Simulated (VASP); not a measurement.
## Sn31C32 (a cell with a defect): single point with PBEsol

Sn31C32 (a cell with a defect):

```
Sn C
1.0
    10.06796    0.00000    0.00000
     0.00000   10.06796    0.00000
     0.00000    0.00000   10.06796
Sn C
31 32
Direct
  0.99984 0.99972 0.99993
  0.99978 0.99921 0.50031
  0.99971 0.50016 0.99963
  0.99984 0.49950 0.49982
  0.50030 0.99942 0.99968
  0.49987 0.99965 0.49983
  0.49987 0.49950 0.99989
  0.25106 0.25076 0.99960
  0.25516 0.25487 0.50394
  0.25041 0.74907 0.00082
  0.25413 0.74545 0.49654
  0.74939 0.25014 0.00092
  0.74568 0.25381 0.49645
  0.74895 0.74861 0.99833
  0.74442 0.74413 0.50252
  0.25107 0.99937 0.25089
  0.25046 0.00070 0.74924
  0.25509 0.50374 0.25524
  0.25415 0.49627 0.74569
  0.74933 0.00068 0.25052
  0.74884 0.99795 0.74900
  0.74564 0.49627 0.25409
  0.74447 0.50220 0.74436
  0.99954 0.25072 0.25097
  0.00097 0.25026 0.74933
  0.00085 0.74900 0.25047
  0.99831 0.74865 0.74891
  0.50390 0.25490 0.25517
  0.49654 0.25380 0.74569
  0.49647 0.74546 0.25414
  0.50254 0.74411 0.74440
  0.12516 0.12495 0.12516
  0.12397 0.12381 0.62379
  0.12400 0.62361 0.12401
  0.12497 0.62488 0.62515
  0.62380 0.12370 0.12400
  0.62519 0.12467 0.62523
  0.62512 0.62495 0.12504
  0.62602 0.62561 0.62589
  0.37482 0.37470 0.12588
  0.37306 0.37278 0.62824
  0.37582 0.87592 0.12386
  0.37410 0.87449 0.62505
  0.87628 0.37569 0.12386
  0.87473 0.37378 0.62511
  0.87439 0.87412 0.12453
  0.87455 0.87427 0.62324
  0.37487 0.12551 0.37495
  0.37589 0.12365 0.87616
  0.37309 0.62793 0.37318
  0.37408 0.62482 0.87470
  0.87632 0.12360 0.37591
  0.87445 0.12427 0.87423
  0.87465 0.62478 0.37411
  0.87465 0.62285 0.87453
  0.12577 0.37459 0.37491
  0.12396 0.37563 0.87625
  0.12407 0.87591 0.37561
  0.12446 0.87424 0.87438
  0.62829 0.37277 0.37289
  0.62520 0.37378 0.87466
  0.62514 0.87445 0.37413
  0.62307 0.87426 0.87473
```

```json
{"Program": "VASP 6.6.1", "Task": "single point", "Functional": "PBEsol", "Potentials or basis": "VASP PAW PBE potentials, release 64 (Sn_d, C)", "Cutoff": "520 eV", "k mesh": "1 × 1 × 1, shifted", "Occupations": "fermi-dirac, width 0.05 eV", "Spin": "no spin polarisation", "Dipole correction": "no", "Charge": "-4", "Further INCAR settings": "LREAL = Auto; ALGO = Normal; EDIFF = 1e-06; NBANDS = 318; ISYM = -1; NELECT = 566.0"}
```

```
Largest force : 0.030 eV/Å
```

Forces on the atoms (eV/Å):
```
Sn   0.009 -0.001 -0.004
Sn  -0.002  0.020  0.004
Sn   0.009 -0.009  0.010
Sn   0.007  0.011  0.005
Sn   0.002 -0.002  0.000
Sn  -0.002  0.000  0.003
Sn   0.000  0.013  0.004
Sn  -0.007 -0.003  0.009
Sn  -0.009  0.001 -0.020
Sn  -0.003  0.006 -0.008
Sn  -0.011 -0.003  0.012
Sn   0.003  0.001 -0.016
Sn   0.005 -0.013  0.023
Sn  -0.007 -0.009  0.003
Sn   0.006  0.001 -0.013
Sn  -0.004  0.008  0.000
Sn  -0.009 -0.014  0.013
Sn   0.000 -0.025 -0.008
Sn  -0.014  0.012  0.000
Sn   0.004 -0.015 -0.011
Sn   0.005  0.007 -0.009
Sn   0.013  0.018 -0.020
Sn   0.003 -0.009  0.005
Sn   0.017  0.001 -0.001
Sn  -0.013 -0.007  0.001
Sn  -0.007  0.006 -0.009
Sn   0.006 -0.007 -0.001
Sn  -0.024 -0.009 -0.011
Sn   0.012 -0.003 -0.002
Sn   0.015 -0.002 -0.006
Sn  -0.012 -0.003 -0.001
C    0.005 -0.002  0.001
C    0.001 -0.012  0.007
C   -0.003  0.008 -0.004
C    0.010 -0.010 -0.009
C    0.014  0.005  0.000
C   -0.010  0.012 -0.018
C   -0.007 -0.017  0.005
C   -0.008  0.012  0.014
C    0.018  0.006 -0.007
C    0.006 -0.001  0.015
C    0.000  0.001  0.000
C    0.010 -0.011 -0.001
C   -0.011 -0.008  0.005
C   -0.006  0.014 -0.017
C   -0.007 -0.003  0.009
C    0.008  0.008 -0.012
C    0.016 -0.001  0.003
C   -0.009  0.003  0.003
C    0.011  0.013 -0.001
C    0.012 -0.009 -0.004
C   -0.013  0.002 -0.009
C   -0.012  0.004  0.013
C    0.000 -0.005  0.007
C   -0.003  0.010  0.009
C   -0.002  0.013  0.008
C   -0.002 -0.003 -0.006
C   -0.017  0.002  0.022
C    0.011 -0.011 -0.007
C    0.015 -0.008  0.020
C   -0.017  0.014  0.003
C   -0.012 -0.007  0.005
C    0.010  0.006 -0.007
```

Levels at points of the mesh, in eV from the Fermi level:
```
           k point  band 281  band 282  band 283  band 284  band 285  band 286
(0.25, 0.25, 0.25)     -0.98     -0.53     -0.52      0.54      0.56      0.56
```

Wall time 8.9 min on 1 thread of Intel(R) Xeon(R) 6975P-C (Granite Rapids) (shared host), peak memory 1 GiB.

Caveat: the cell carries a net charge on a neutralising background, which shifts energy and pressure; the cell is charged against a uniform background, so pressure and absolute levels hang on convention; the PAW data sets were made with another functional, which shifts forces and pressure a little; spin-orbit coupling is left out, which moves the levels of the heavy elements.
